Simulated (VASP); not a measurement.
# Sc in VASP: single point with PBEsol+D3(BJ)

Aim: the single point of Sc with PBEsol+D3(BJ).

Program: VASP 6.6.1. These are calculated values, not measurements. Logs are shortened: lines on timing, memory, paths and dates and some standing lists are left out, and cuts for length are marked.

## Step 1: The cell of the first run

The cell holds a slab with vacuum, 4 atoms: a = 3.117 Å, b = 3.117 Å, c = 27.532 Å, α = 90.00°, β = 90.00°, γ = 120.00°.

## Step 2: Single point, PBEsol+D3(BJ)

INCAR

```
PREC = Accurate
ENCUT = 400
EDIFF = 1E-6
ISMEAR = 1
SIGMA = 0.1
LREAL = False
LASPH = True
NELM = 120
ALGO = Normal
ISIF = 2
LWAVE = False
LCHARG = False
LDIPOL = True
IDIPOL = 3
DIPOL = 0.5 0.5 0.393
GGA = PS
IVDW = 12
NBANDS = 30
GGA_COMPAT = False
NELMDL = -8
```

KPOINTS

```
regular mesh
0
Gamma
  18 18 1
```

POSCAR

```
Sc
1.0
    3.1168847833      0.0000000000      0.0000000000
   -1.5584423917      2.6993014030      0.0000000000
    0.0000000000      0.0000000000     27.5315292639
Sc
4
Direct
    0.6666666667      0.3333333333      0.2542539476
    0.3333333333      0.6666666667      0.3467396370
    0.6666666667      0.3333333333      0.4399036615
    0.3333333333      0.6666666667      0.5324367694
```

Potentials or basis: VASP PAW PBE potentials, release 64 (Sc_sv).

Run with:

```
$ cat potpaw_PBE.64/Sc_sv/POTCAR > POTCAR
$ mpirun -np 1 vasp_std > vasp.out
```

OUTCAR:

```text
PREC = Accurate
   ENCUT = 400
   EDIFF = 1E-6
   ISMEAR = 1
   LREAL = False
   LASPH = True
   NELM = 120
   ISIF = 2
   GGA = PS
   IVDW = 12
   NELMDL = -8
 IVDW          = 12

 ion  position               nearest neighbor table
   1  0.667  0.333  0.254-   2 3.12   2 3.12   2 3.12
   2  0.333  0.667  0.347-   1 3.12   1 3.12   1 3.12   3 3.13   3 3.13   3 3.13
   3  0.667  0.333  0.440-   4 3.12   4 3.12   4 3.12   2 3.13   2 3.13   2 3.13
   4  0.333  0.667  0.532-   3 3.12   3 3.12   3 3.12

  LATTYP: Found a hexagonal cell.
 ALAT       =     3.1168847833
 C/A-ratio  =     8.8330275830

  Lattice vectors:

 A1 = (   3.1168847833,   0.0000000000,   0.0000000000)
 A2 = (  -1.5584423917,   2.6993014030,   0.0000000000)
 A3 = (   0.0000000000,   0.0000000000,  27.5315292639)

Analysis of symmetry for initial positions (statically):
=====================================================================
 Subroutine PRICEL returns:
 Original cell was already a primitive cell.

 Routine SETGRP: Setting up the symmetry group for a
 hexagonal supercell.

 Subroutine GETGRP returns: Found  6 space group operations
 (whereof  6 operations were pure point group operations)
 out of a pool of 24 trial point group operations.

The static configuration has the point symmetry C_3v.

Analysis of symmetry for dynamics (positions and initial velocities):
=====================================================================
 Subroutine PRICEL returns:
 Original cell was already a primitive cell.

 Routine SETGRP: Setting up the symmetry group for a
 hexagonal supercell.

 Subroutine GETGRP returns: Found  6 space group operations
 (whereof  6 operations were pure point group operations)
 out of a pool of 24 trial point group operations.

The dynamic configuration has the point symmetry C_3v.

 Subroutine INISYM returns: Found  6 space group operations
 (whereof  6 operations are pure point group operations),
 and found     1 'primitive' translations

----------------------------------------------------------------------------------------

                                     Primitive cell

  volume of cell :     231.6341

  direct lattice vectors                    reciprocal lattice vectors
     3.116884783  0.000000000  0.000000000     0.320833162  0.185233112  0.000000000
    -1.558442392  2.699301403  0.000000000     0.000000000  0.370466225  0.000000000
     0.000000000  0.000000000 27.531529264     0.000000000  0.000000000  0.036321993

  length of vectors
     3.116884783  3.116884783 27.531529264     0.370466225  0.370466225  0.036321993

  position of ions in fractional coordinates (direct lattice)
     0.666666667  0.333333333  0.254253948
     0.333333333  0.666666667  0.346739637
     0.666666667  0.333333333  0.439903661
     0.333333333  0.666666667  0.532436769

  ion indices of the primitive-cell ions
   primitive index   ion index
                 1           1
                 2           2
                 3           3
                 4           4

----------------------------------------------------------------------------------------

 KPOINTS: regular mesh

Automatic generation of k-mesh.
 Grid dimensions read from file:
 generate k-points for:   18   18    1

 Generating k-lattice:

  Cartesian coordinates                     Fractional coordinates (reciprocal lattice)
     0.017824065  0.010290728  0.000000000     0.055555556  0.000000000  0.000000000
     0.000000000  0.020581457  0.000000000     0.000000000  0.055555556  0.000000000
     0.000000000  0.000000000  0.036321993     0.000000000  0.000000000  1.000000000

  Length of vectors
     0.020581457  0.020581457  0.036321993

  Shift w.r.t. Gamma in fractional coordinates (k-lattice)
     0.000000000  0.000000000  0.000000000

 Subroutine IBZKPT returns following result:
 ===========================================

 Found     37 irreducible k-points:

 Following reciprocal coordinates:
            Coordinates               Weight
  0.000000  0.000000  0.000000      1.000000
  0.055556 -0.000000  0.000000      6.000000
  0.111111 -0.000000  0.000000      6.000000
  0.166667 -0.000000  0.000000      6.000000
  0.222222 -0.000000  0.000000      6.000000
  0.277778 -0.000000  0.000000      6.000000
[... 16 lines left out ...]
  0.333333  0.111111  0.000000     12.000000
  0.388889  0.111111  0.000000     12.000000
 [... further k-points ...]
   k-points           NKPTS =     37   k-points in BZ     NKDIM =     37   number of bands    NBANDS=     30
   number of dos      NEDOS =    301   number of ions     NIONS =      4
   total plane-waves  NPLWV =  72000
   dimension x,y,z NGX =    20 NGY =   20 NGZ =  180
   dimension x,y,z NGXF=    40 NGYF=   40 NGZF=  360
   ions per type =               4
   NGX,Y,Z   is equivalent  to a cutoff of  10.67, 10.67, 10.87 a.u.
   NGXF,Y,Z  is equivalent  to a cutoff of  21.33, 21.33, 21.74 a.u.
 SYSTEM =  unknown system
   PREC   = accura    normal or accurate (medium, high low for compatibility)
   ISTART =      0    job   : 0-new  1-cont  2-samecut
   ICHARG =      2    charge: 1-file 2-atom 10-const
   ISPIN  =      1    spin polarized calculation?
   LNONCOLLINEAR =      F non collinear calculations
   LSORBIT =      F    spin-orbit coupling
   LASPH  =      T    aspherical Exc in radial PAW
   ENCUT  =  400.0 eV  29.40 Ry    5.42 a.u.   5.08  5.08 44.90*2*pi/ulx,y,z
   NELM   =    120;   NELMIN=  2; NELMDL= -8     # of ELM steps
   EDIFF  = 0.1E-05   stopping-criterion for ELM
   LREAL  =      F    real-space projection
   EDIFFG = 0.1E-04   stopping-criterion for IOM
   NSW    =      0    number of steps for IOM
   IBRION =     -1    ionic relax: 0-MD 1-quasi-New 2-CG
   NFREE  =      0    steps in history (QN), initial steepest desc. (CG)
   ISIF   =      2    stress and relaxation
   ISYM   =      2    0-nonsym 1-usesym 2-fastsym
   POTIM  = 0.5000    time-step for ionic-motion
   TEBEG  =    0.0;   TEEND  =   0.0 temperature during run
   PSTRESS=    0.0 pullay stress
   NELECT =      44.0000    total number of electrons
   NUPDOWN=      -1.0000    fix difference up-down
   EMIN   =  10.00;   EMAX   =-10.00  energy-range for DOS
   EFERMI =   0.00;   METHOD = LEGACY
   ISMEAR =     1;   SIGMA  =   0.10  broadening in eV -4-tet -1-fermi 0-gaus
   EFERMI_NEDOS =   21; number of points for ismear=-14 and -15
   IALGO  =     38    algorithm
   IMIX   =      4    mixing-type and parameters
     AMIX     =   0.40;   BMIX     =  1.00
     AMIX_MAG =   1.60;   BMIX_MAG =  1.00
  volume/ion in A,a.u.               =      57.91       390.79
  Fermi-wavevector in a.u.,A,eV,Ry     =   0.941076  1.778377 12.049658  0.885625
  Thomas-Fermi vector in A             =   2.068552
   LORBIT       =      0    0 simple, 1 ext, 2 COOP (PROOUT), +10 PAW based schemes
   GGA     = PS    functional components
   LHFCALC =     F    Hartree Fock is set to
   AEXX    =    0.0000 exact exchange contribution
   IVDW    =    12    specifies the selected vdW correction
   LEPSILON=     F    determine dielectric tensor
   LRPA    =     F    only Hartree local field effects (RPA)
 non-spin polarized calculation
 Methfessel and Paxton  Order N= 1 SIGMA  =   0.10
  energy-cutoff  :      400.00
  volume of cell :      231.63
 maximum number of plane-waves:      4243
   NGX = 11   NGY = 11   NGZ = 89

 dipolmoment           0.000000      0.000000     -0.000033 electrons x Angstroem

 number of electron      43.9999986 magnetization

 dipolmoment           0.000000      0.000000      0.000040 electrons x Angstroem

 Free energy of the ion-electron system (eV)
  ---------------------------------------------------
  ext. energy  EPLUGINS =         0.00000000
  ---------------------------------------------------
  free energy    TOTEN  =       -24.70233582 eV

  energy without entropy =      -24.69614566  energy(sigma->0) =      -24.70027244

 E-fermi :  -0.5648     XC(G=0):  -4.6631

 val. band max:       -0.5710157412   @ k =   0.3889   0.2222   0.0000
 cond. band min:      -0.5561767998   @ k =   0.1667   0.0556   0.0000
 fundamental gap:      0.0148389414
 Fermi energy:        -0.5647760176

 k-point     1 :       0.0000    0.0000    0.0000
  band No.  band energies     occupation
      1     -49.8261      2.00000
      2     -49.8249      2.00000
      3     -49.3171      2.00000
      4     -49.2656      2.00000
      5     -28.6679      2.00000
      6     -28.6484      2.00000
[... 22 lines left out ...]
     29       1.0667     -0.00000
     30       1.2776     -0.00000

 k-point     2 :       0.0556   -0.0000    0.0000
  band No.  band energies     occupation
      1     -49.8240      2.00000
      2     -49.8228      2.00000
      3     -49.3146      2.00000
      4     -49.2638      2.00000
      5     -28.6644      2.00000
      6     -28.6458      2.00000
[... 22 lines left out ...]
     29       1.1256     -0.00000
     30       1.2285     -0.00000

 k-point     3 :       0.1111   -0.0000    0.0000
  band No.  band energies     occupation
      1     -49.8177      2.00000
      2     -49.8165      2.00000
      3     -49.3074      2.00000
      4     -49.2587      2.00000
      5     -28.6544      2.00000
      6     -28.6385      2.00000
[... 22 lines left out ...]
     29       1.2276     -0.00000
     30       1.3024     -0.00000

 k-point     4 :       0.1667   -0.0000    0.0000
  band No.  band energies     occupation
      1     -49.8081      2.00000
      2     -49.8068      2.00000
      3     -49.2963      2.00000
      4     -49.2509      2.00000
      5     -28.6393      2.00000
      6     -28.6276      2.00000
[... 616 lines left out ...]
     29       1.3586     -0.00000
     30       1.6353      0.00000

 k-point    23 :       0.3333    0.1111    0.0000
  band No.  band energies     occupation
      1     -49.7594      2.00000
      2     -49.7581      2.00000
      3     -49.2368      2.00000
      4     -49.2149      2.00000
      5     -28.7155      2.00000
      6     -28.7129      2.00000
[... 22 lines left out ...]
     29       1.2082     -0.00000
     30       1.5935      0.00000

 k-point    24 :       0.3889    0.1111    0.0000
  band No.  band energies     occupation
      1     -49.7534      2.00000
      2     -49.7522      2.00000
      3     -49.2285      2.00000
      4     -49.2115      2.00000
      5     -28.7502      2.00000
      6     -28.7478      2.00000
[... 22 lines left out ...]
     29       1.1334     -0.00000
     30       1.6150      0.00000

 [... further k-points ...]

------------------------ aborting loop because EDIFF is reached ----------------------------------------

 vacuum level on the upper side and lower side of the slab       (xc-potential included)        -0.302        -0.302

 Edisp (eV)   -1.32728

 E8    (eV) :    -0.9633

  FORCE on cell =-STRESS in cart. coord.  units (eV):
  Direction    XX          YY          ZZ          XY          YZ          ZX
  --------------------------------------------------------------------------------------
  -------------------------------------------------------------------------------------
  Total       1.53744     1.53744     0.03673    -0.00000    -0.00000     0.00000
  in kB      10.63425    10.63425     0.25403    -0.00000    -0.00000     0.00000
  external pressure =        7.17 kB  Pullay stress =        0.00 kB

 VOLUME and BASIS-vectors are now :
 -----------------------------------------------------------------------------
  energy-cutoff  :      400.00
  volume of cell :      231.63
      direct lattice vectors                 reciprocal lattice vectors
     3.116884783  0.000000000  0.000000000     0.320833162  0.185233112  0.000000000
    -1.558442392  2.699301403  0.000000000     0.000000000  0.370466225  0.000000000
     0.000000000  0.000000000 27.531529264     0.000000000  0.000000000  0.036321993

 POSITION                                       TOTAL-FORCE (eV/Angst)
 -----------------------------------------------------------------------------------
      1.55844      0.89977      7.00000        -0.000000      0.000000     -0.002443
     -0.00000      1.79953      9.54627        -0.000000      0.000000     -0.041154
      1.55844      0.89977     12.11122         0.000000     -0.000000      0.043361
     -0.00000      1.79953     14.65880        -0.000000      0.000000      0.000235
 -----------------------------------------------------------------------------------
    total drift:                               -0.000000      0.000000      0.000536

  FREE ENERGIE OF THE ION-ELECTRON SYSTEM (eV)
  ---------------------------------------------------
  free  energy   TOTEN  =       -26.0296123732 eV

  energy  without entropy=      -26.0234222131  energy(sigma->0) =      -26.02754899

 vacuum level on the upper side and lower side of the slab         2.913         2.913
```

Wall time 4.1 min (1 thread of Intel Xeon Platinum 8559C (Emerald Rapids), shared host); peak memory 0.32 GiB.

Results:

```
Free energy                : -26.0296 eV
Largest force              : 0.043 eV/Å
Band gap on the k mesh     : zero (band 22 reaches -0.46 eV, above the bottom of band 23 at -0.66 eV)
Dispersion energy per atom : -0.332 eV
```

Forces in eV/Å, atoms in the order of the input:
```
Sc   0.000  0.000 -0.002
Sc   0.000  0.000 -0.041
Sc   0.000  0.000  0.043
Sc   0.000  0.000  0.000
```

Caveat: the PAW data sets were made with another functional, which shifts forces and pressure a little.
